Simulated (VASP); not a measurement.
# CdSe (P6_3/mmc) in VASP: notebook

The runs below take CdSe through single point, relaxation of cell and atoms, with PBE.

Program: VASP 6.6.1. These are calculated values, not measurements. Logs are shortened: lines on timing, memory, paths and dates and some standing lists are left out, and cuts for length are marked.

## (1) The cell of the first run

Symmetry: P6_3/mmc, No. 194, hexagonal system. The conventional cell has a = 4.492 Å, b = 4.492 Å, c = 5.452 Å, α = 90.00°, β = 90.00°, γ = 120.00°. Cd (site symmetry -3m) has 2 Cd at 2.73 Å and 6 Se at 2.93 Å within 3.6 Å. Se (site symmetry -6m2) has 6 Cd at 2.93 Å and 6 Se at 3.76 Å within 3.9 Å.

## (2) Single point, PBE

The input, INCAR:

```
SYSTEM = CdSe
  ALGO = Normal
  EDIFF = 1E-7
  ENCUT = 520
  GGA = PE
  ISIF = 2
  ISMEAR = 0
  LASPH = .True.
  LCHARG = .False.
  LREAL = .False.
  LWAVE = .False.
  NBANDS = 26
  NELM = 60
  PREC = Accurate
  SIGMA = 0.1
```

The input, KPOINTS:

```
k-points
0
Gamma
  6 6 4
  0 0 0
```

The input, POSCAR:

```
CdSe
1.0
    4.4915466700      0.0000000000      0.0000000000
   -2.2457733400      3.8897935200      0.0000000000
    0.0000000000      0.0000000000      5.4524988700
Cd Se
2 2
Direct
    0.0000000000      0.0000000000      0.0000000000
    0.0000000000      0.0000000000      0.5000000000
    0.3333333300      0.6666666700      0.2500000000
    0.6666666700      0.3333333300      0.7500000000
```

Potentials or basis: VASP PAW PBE potentials, release 64 (Cd, Se).

Command:

```bash
$ cat potpaw_PBE.64/Cd/POTCAR potpaw_PBE.64/Se/POTCAR > POTCAR
$ mpirun -np 1 vasp_std > vasp.out
```

OUTCAR:

```text
SYSTEM = CdSe
   EDIFF = 1E-7
   ENCUT = 520
   GGA = PE
   ISIF = 2
   ISMEAR = 0
   LASPH = .True.
   LREAL = .False.
   NELM = 60
   PREC = Accurate

 ion  position               nearest neighbor table
   1  0.000  0.000  0.000-   2 2.73   2 2.73   4 2.93   3 2.93   4 2.93   3 2.93   4 2.93   3 2.93

   2  0.000  0.000  0.500-   1 2.73   1 2.73   4 2.93   3 2.93   4 2.93   3 2.93   4 2.93   3 2.93

   3  0.333  0.667  0.250-   1 2.93   2 2.93   1 2.93   2 2.93   1 2.93   2 2.93
   4  0.667  0.333  0.750-   1 2.93   2 2.93   1 2.93   2 2.93   1 2.93   2 2.93

  LATTYP: Found a hexagonal cell.
 ALAT       =     4.4915466700
 C/A-ratio  =     1.2139468363

  Lattice vectors:

 A1 = (   4.4915466700,   0.0000000000,   0.0000000000)
 A2 = (  -2.2457733400,   3.8897935200,   0.0000000000)
 A3 = (   0.0000000000,   0.0000000000,   5.4524988700)

Analysis of symmetry for initial positions (statically):
=====================================================================
 Subroutine PRICEL returns:
 Original cell was already a primitive cell.

 Routine SETGRP: Setting up the symmetry group for a
 hexagonal supercell.

 Subroutine GETGRP returns: Found 24 space group operations
 (whereof 12 operations were pure point group operations)
 out of a pool of 24 trial point group operations.

The static configuration has the point symmetry D_3d.
 The point group associated with its full space group is D_6h.

Analysis of symmetry for dynamics (positions and initial velocities):
=====================================================================
 Subroutine PRICEL returns:
 Original cell was already a primitive cell.

 Routine SETGRP: Setting up the symmetry group for a
 hexagonal supercell.

 Subroutine GETGRP returns: Found 24 space group operations
 (whereof 12 operations were pure point group operations)
 out of a pool of 24 trial point group operations.

The dynamic configuration has the point symmetry D_3d.
 The point group associated with its full space group is D_6h.

 Subroutine INISYM returns: Found 24 space group operations
 (whereof 12 operations are pure point group operations),
 and found     1 'primitive' translations

----------------------------------------------------------------------------------------

                                     Primitive cell

[... 87 lines left out ...]
   LASPH  =      T    aspherical Exc in radial PAW
   ENCUT  =  520.0 eV  38.22 Ry    6.18 a.u.   8.35  8.35 10.14*2*pi/ulx,y,z
   NELM   =     60;   NELMIN=  2; NELMDL= -5     # of ELM steps
   EDIFF  = 0.1E-06   stopping-criterion for ELM
   LREAL  =      F    real-space projection
   EDIFFG = 0.1E-05   stopping-criterion for IOM
   NSW    =      0    number of steps for IOM
   IBRION =     -1    ionic relax: 0-MD 1-quasi-New 2-CG
   NFREE  =      0    steps in history (QN), initial steepest desc. (CG)
   ISIF   =      2    stress and relaxation
   ISYM   =      2    0-nonsym 1-usesym 2-fastsym
   POTIM  = 0.5000    time-step for ionic-motion
   TEBEG  =    0.0;   TEEND  =   0.0 temperature during run
   PSTRESS=    0.0 pullay stress
   NELECT =      36.0000    total number of electrons
   NUPDOWN=      -1.0000    fix difference up-down
   EMIN   =  10.00;   EMAX   =-10.00  energy-range for DOS
   EFERMI =   0.00;   METHOD = LEGACY
   ISMEAR =     0;   SIGMA  =   0.10  broadening in eV -4-tet -1-fermi 0-gaus
   EFERMI_NEDOS =   21; number of points for ismear=-14 and -15
   IALGO  =     38    algorithm
   IMIX   =      4    mixing-type and parameters
     AMIX     =   0.40;   BMIX     =  1.00
     AMIX_MAG =   1.60;   BMIX_MAG =  1.00
  volume/ion in A,a.u.               =      23.82       160.71
  Fermi-wavevector in a.u.,A,eV,Ry     =   1.183595  2.236670 19.060350  1.400896
  Thomas-Fermi vector in A             =   2.319826
   LORBIT       =      0    0 simple, 1 ext, 2 COOP (PROOUT), +10 PAW based schemes
   GGA     = PE    functional components
   LHFCALC =     F    Hartree Fock is set to
   AEXX    =    0.0000 exact exchange contribution
   IVDW    =     0    specifies the selected vdW correction
   LEPSILON=     F    determine dielectric tensor
   LRPA    =     F    only Hartree local field effects (RPA)
 non-spin polarized calculation
 Gauss-broadening in eV      SIGMA  =   0.10
  energy-cutoff  :      520.00
  volume of cell :       95.26
 maximum number of plane-waves:      2594
 NGX is ok and might be reduce to    36
   NGX = 17   NGY = 17   NGZ = 21

 number of electron      35.9999989 magnetization

 Free energy of the ion-electron system (eV)
  ---------------------------------------------------
  ext. energy  EPLUGINS =         0.00000000
  ---------------------------------------------------
  free energy    TOTEN  =        -9.37586992 eV

  energy without entropy =       -9.37456482  energy(sigma->0) =       -9.37521737

 E-fermi :   2.7473     XC(G=0):  -9.9335

 val. band max:        2.7449446833   @ k =   0.0000   0.0000   0.0000
 cond. band min:       3.0813313423   @ k =   0.1667   0.0000   0.0000
 fundamental gap:      0.3363866589
 Fermi energy:         2.7472548512

 k-point     1 :       0.0000    0.0000    0.0000
  band No.  band energies     occupation
      1     -10.6220      2.00000
      2      -9.2367      2.00000
      3      -7.2443      2.00000
      4      -6.6395      2.00000
      5      -6.6395      2.00000
      6      -6.1017      2.00000
[... 598 lines left out ...]
     25      10.6630      0.00000
     26      10.6630      0.00000

------------------------ aborting loop because EDIFF is reached ----------------------------------------

  FORCE on cell =-STRESS in cart. coord.  units (eV):
  Direction    XX          YY          ZZ          XY          YZ          ZX
  --------------------------------------------------------------------------------------
  -------------------------------------------------------------------------------------
  Total       -1.7305405     -1.7305405      7.6084379      0.0000000      0.0000000      0.0000000
  in kB      -29.1054491    -29.1054492    127.9640667      0.0000000      0.0000000      0.0000000
  external PRESSURE =      23.2510561 kB  Pullay stress =       0.0000000 kB

 VOLUME and BASIS-vectors are now :
 -----------------------------------------------------------------------------
  energy-cutoff  :      520.00
  volume of cell :       95.26
      direct lattice vectors                 reciprocal lattice vectors
     4.491546670  0.000000000  0.000000000     0.222640456  0.128541528  0.000000000
    -2.245773340  3.889793520  0.000000000     0.000000000  0.257083055  0.000000000
     0.000000000  0.000000000  5.452498870     0.000000000  0.000000000  0.183402147

 POSITION                                       TOTAL-FORCE (eV/Angst)
 -----------------------------------------------------------------------------------
      0.00000      0.00000      0.00000        -0.000000      0.000000     -0.000000
      0.00000      0.00000      2.72625        -0.000000      0.000000     -0.000000
     -0.00000      2.59320      1.36312         0.000000     -0.000000      0.000000
      2.24577      1.29660      4.08937        -0.000000      0.000000     -0.000000
 -----------------------------------------------------------------------------------
    total drift:                               -0.000000      0.000000      0.000000

  FREE ENERGIE OF THE ION-ELECTRON SYSTEM (eV)
  ---------------------------------------------------
  free  energy   TOTEN  =        -9.3758699177 eV

  energy  without entropy=       -9.3745648159  energy(sigma->0) =       -9.37521737
```

OSZICAR:

```text
N       E                     dE             d eps       ncg     rms          rms(c)
DAV:   1     0.245874036243E+03    0.24587E+03   -0.17640E+04  1108   0.128E+03
DAV:   2     0.221171798236E+01   -0.24366E+03   -0.23394E+03  1180   0.316E+02
DAV:   3    -0.102732201520E+02   -0.12485E+02   -0.12410E+02  1304   0.722E+01
DAV:   4    -0.103634375323E+02   -0.90217E-01   -0.90150E-01  1192   0.559E+00
DAV:   5    -0.103638505898E+02   -0.41306E-03   -0.41305E-03  1242   0.380E-01    0.778E+00
DAV:   6    -0.941097005988E+01    0.95288E+00   -0.17609E+00  1250   0.125E+01    0.711E+00
DAV:   7    -0.938004816827E+01    0.30922E-01   -0.38233E-01  1180   0.332E+00    0.367E+00
DAV:   8    -0.937646158178E+01    0.35866E-02   -0.29711E-02  1174   0.169E+00    0.385E-01
DAV:   9    -0.937579419651E+01    0.66739E-03   -0.52196E-03  1254   0.711E-01    0.792E-02
DAV:  10    -0.937585990546E+01   -0.65709E-04   -0.56175E-04  1136   0.203E-01    0.503E-02
DAV:  11    -0.937587330151E+01   -0.13396E-04   -0.48446E-05  1178   0.437E-02    0.171E-02
DAV:  12    -0.937586970682E+01    0.35947E-05   -0.22290E-05  1196   0.220E-02    0.353E-03
DAV:  13    -0.937586997643E+01   -0.26962E-06   -0.19327E-06  1158   0.817E-03    0.202E-03
DAV:  14    -0.937586991767E+01    0.58764E-07   -0.85453E-08   900   0.176E-03
   1 F= -.93758699E+01 E0= -.93752174E+01  d E =-.130510E-02
```

stdout:

```text
POSCAR found type information on POSCAR CdSe
 POSCAR found :  2 types and       4 ions
 scaLAPACK will be used
 LDA part: xc-table for (Slater+PW92), standard interpolation
 POSCAR, INCAR and KPOINTS ok, starting setup
 FFT: planning ... GRIDC
 FFT: planning ... GRID_SOFT
 FFT: planning ... GRID
 WAVECAR not read
 entering main loop
```

Wall time 36 s (1 thread of AMD EPYC 7R13 (Zen 3), shared host); peak memory 0.21 GiB.

What came out:

| Property | Result |
| --- | --- |
| Free energy | -9.3759 eV |
| Pressure | 2.3 GPa |

## (3) Single point, PBE

This run uses another cell than the first one, of 23.94 Å³/atom, 1.005 times its volume.

The input, INCAR:

```
SYSTEM = CdSe
  PREC = Accurate
  ENCUT = 520
  EDIFF = 1E-6
  ISMEAR = 0
  SIGMA = 0.1
  LREAL = .FALSE.
  LASPH = .TRUE.
  NELM = 100
  ALGO = Normal
  ISIF = 2
  LWAVE = .FALSE.
  LCHARG = .FALSE.
  GGA = PE
  NBANDS = 26
```

The input, KPOINTS:

```
regular mesh
0
G
  12 12 8
  0 0 0
```

The input, POSCAR:

```
CdSe
1.0
    4.0634145082      0.0000000026      0.0000000000
   -2.0317072563      3.5190201889      0.0000000000
    0.0000000000      0.0000000000      6.6969211694
Cd Se
2 2
Direct
    0.0000000000      0.0000000000      0.0000000000
    0.0000000000      0.0000000000      0.5000000000
    0.3333333333      0.6666666667      0.2500000000
    0.6666666667      0.3333333333      0.7500000000
```

Potentials or basis: VASP PAW PBE potentials, release 64 (Cd, Se).

Command:

```bash
$ cat potpaw_PBE.64/Cd/POTCAR potpaw_PBE.64/Se/POTCAR > POTCAR
$ mpirun -np 1 vasp_std > vasp.out
```

Run time: 91 s. Hardware: 1 thread of AMD EPYC 9R45 (Zen 5), shared host; peak memory 0.3 GiB.

The run converged. Its results:

- Free energy: -10.3075 eV
- Pressure: 0.3 GPa
- Band gap on the k mesh: zero (band 18 reaches 2.20 eV, above the bottom of band 19 at 2.16 eV)

Levels at points of the mesh, in eV from the Fermi level:
```
           k point  band 16  band 17  band 18  band 19  band 20  band 21
(0.00, 0.00, 0.00)    -0.76    -0.31    -0.16    -0.16     2.71     5.97
(0.50, 0.00, 0.00)    -2.13    -1.82    -0.18     1.92     3.01     3.14
(0.00, 0.00, 0.50)    -0.44    -0.44    -0.44     2.28     2.28     6.20
(0.50, 0.00, 0.50)    -1.46    -1.29    -1.29     1.48     1.48     5.25
```

## (4) Relaxation of cell and atoms, PBE

The input, INCAR:

```
  ALGO = Normal
  EDIFF = 1E-7
  EDIFFG = -0.01
  ENCUT = 600
  GGA = PE
  IBRION = 2
  ISIF = 3
  ISMEAR = 0
  LASPH = T
  LCHARG = F
  LREAL = F
  LWAVE = F
  NELM = 100
  NSW = 100
  PREC = Accurate
  SIGMA = 0.1
```

The input, KPOINTS:

```
k-points
0
Gamma
  12 12 8
```

The input, POSCAR:

```
CdSe
1.0
    4.4915466700      0.0000000000      0.0000000000
   -2.2457733400      3.8897935200      0.0000000000
    0.0000000000      0.0000000000      5.4524988700
Cd Se
2 2
Direct
    0.0000000000      0.0000000000      0.0000000000
    0.0000000000      0.0000000000      0.5000000000
    0.3333333300      0.6666666700      0.2500000000
    0.6666666700      0.3333333300      0.7500000000
```

Command:

```bash
$ cat potpaw_PBE.64/Cd/POTCAR potpaw_PBE.64/Se/POTCAR > POTCAR
$ mpirun -np 1 vasp_std > vasp.out
```

Run time: 12 min. Hardware: 1 thread of AMD EPYC 9R45 (Zen 5), shared host; peak memory 0.38 GiB.

The run converged. Its results:

```yaml
Free_energy: -10.3051 eV
Relaxed_volume: 24.04 Å³/atom
Relaxed_cell: a = 4.073 Å, b = 4.073 Å, c = 6.693 Å, α = 90.00°, β = 90.00°, γ = 120.00°
Space_group_after_relaxing_to_0.05_Å: P6_3/mmc (No. 194)
Energy_gained_by_relaxing: 230.0 meV/atom
Ionic_steps: 10
Pressure_after_relaxing: 0.0 GPa
Band_gap_on_the_k_mesh: zero (band 18 reaches 2.16 eV, above the bottom of band 19 at 2.12 eV)
```

Step by step:
```tsv
step	energy change (eV)	largest force (eV/Å)	pressure (GPa)	volume (Å³)
1	0.0000	0.0000	2.30	95.26
2	-0.5291	0.0000	-1.21	99.66
3	-0.7465	0.0000	-3.32	103.30
4	-0.7725	0.0000	-3.94	104.55
5	-0.9136	0.0000	0.94	94.65
6	-0.9201	0.0000	-0.04	96.23
7	-0.9201	0.0000	-0.14	96.39
8	-0.9201	0.0000	-0.05	96.27
9	-0.9201	0.0000	-0.07	96.29
10	-0.9202	0.0000	0.02	96.14
```

Final structure:
```
Cd Se
1.0
     4.07283    0.00000    0.00000
    -2.03641    3.52717    0.00000
     0.00000    0.00000    6.69266
Cd Se
2 2
Cartesian
  0.0000 0.0000 0.0000
  0.0000 0.0000 3.3463
  0.0000 2.3514 1.6732
  2.0364 1.1757 5.0195
```

Levels at points of the mesh, in eV from the Fermi level:
```csv
k point,band 15,band 16,band 17,band 18,band 19,band 20,band 21,band 22
"(0.00, 0.00, 0.00)",-0.77,-0.74,-0.32,-0.17,-0.17,2.70,5.96,5.96
"(0.50, 0.00, 0.00)",-3.01,-2.12,-1.80,-0.18,1.92,3.00,3.14,5.16
"(0.00, 0.00, 0.50)",-0.44,-0.44,-0.44,-0.44,2.26,2.26,6.27,6.27
"(0.50, 0.00, 0.50)",-1.44,-1.44,-1.29,-1.29,1.49,1.49,5.26,5.26
```

## (5) Single point, PBE

This run uses another cell than the first one, of 23.94 Å³/atom, 1.005 times its volume.

The input, INCAR:

```
ALGO = Normal
EDIFF = 1E-6
ENCUT = 520
GGA = PE
ISIF = 2
ISMEAR = 0
LASPH = T
LCHARG = F
LREAL = F
LWAVE = F
NBANDS = 26
NELM = 100
PREC = Accurate
SIGMA = 0.1
```

KPOINTS is that of step 4.

The input, POSCAR:

```
CdSe
1.0
    4.0634145082      0.0000000026      0.0000000000
   -2.0317072563      3.5190201889      0.0000000000
    0.0000000000      0.0000000000      6.6969211694
Cd Se
2 2
Direct
    0.0000000000      0.0000000000      0.0000000000
    0.0000000000      0.0000000000      0.5000000000
    0.3333333333      0.6666666667      0.2500000000
    0.6666666667      0.3333333333      0.7500000000
```

Command:

```bash
$ cat potpaw_PBE.64/Cd/POTCAR potpaw_PBE.64/Se/POTCAR > POTCAR
$ mpirun -np 1 vasp_std > vasp.out
```

It took 94 s on 1 thread of AMD EPYC 9R45 (Zen 5), shared host; peak memory 0.3 GiB.

The run converged. Its results:

| Quantity | Value |
| --- | --- |
| Free energy | -10.3075 eV |
| Pressure | 0.3 GPa |
| Band gap on the k mesh | zero (band 18 reaches 2.20 eV, above the bottom of band 19 at 2.16 eV) |

Levels at points of the mesh, in eV from the Fermi level:
```tsv
k point	band 14	band 15	band 16	band 17	band 18	band 19	band 20	band 21	band 22	band 23
(0.00, 0.00, 0.00)	-0.77	-0.77	-0.76	-0.31	-0.16	-0.16	2.71	5.97	5.97	6.39
(0.50, 0.00, 0.00)	-3.68	-3.04	-2.13	-1.82	-0.18	1.92	3.01	3.14	5.16	6.62
(0.00, 0.00, 0.50)	-3.64	-0.44	-0.44	-0.44	-0.44	2.28	2.28	6.20	6.20	6.28
(0.50, 0.00, 0.50)	-4.74	-1.46	-1.46	-1.29	-1.29	1.48	1.48	5.25	5.25	7.28
```

## (6) The runs side by side

```tsv
task	cell	k mesh	cutoff (eV)	gap on the mesh (eV)	pressure (GPa)
single point	a = 4.492, b = 4.492, c = 5.452 Å, angles 90.0, 90.0, 120.0°, 4 atoms	6 × 6 × 4	520	-	2.3
single point	a = 4.063, b = 4.063, c = 6.697 Å, angles 90.0, 90.0, 120.0°, 4 atoms	12 × 12 × 8	520	none	0.3
relaxation of cell and atoms	relaxed from a = 4.492, b = 4.492, c = 5.452 Å, angles 90.0, 90.0, 120.0°, 4 atoms	12 × 12 × 8	600	none	0.0
```

Alike in all rows: level PBE; potentials or basis VASP PAW PBE potentials, release 64 (Cd, Se); no spin polarisation; smearing gaussian 0.1 eV.

Absolute energies hang on the potentials; compare differences alone.
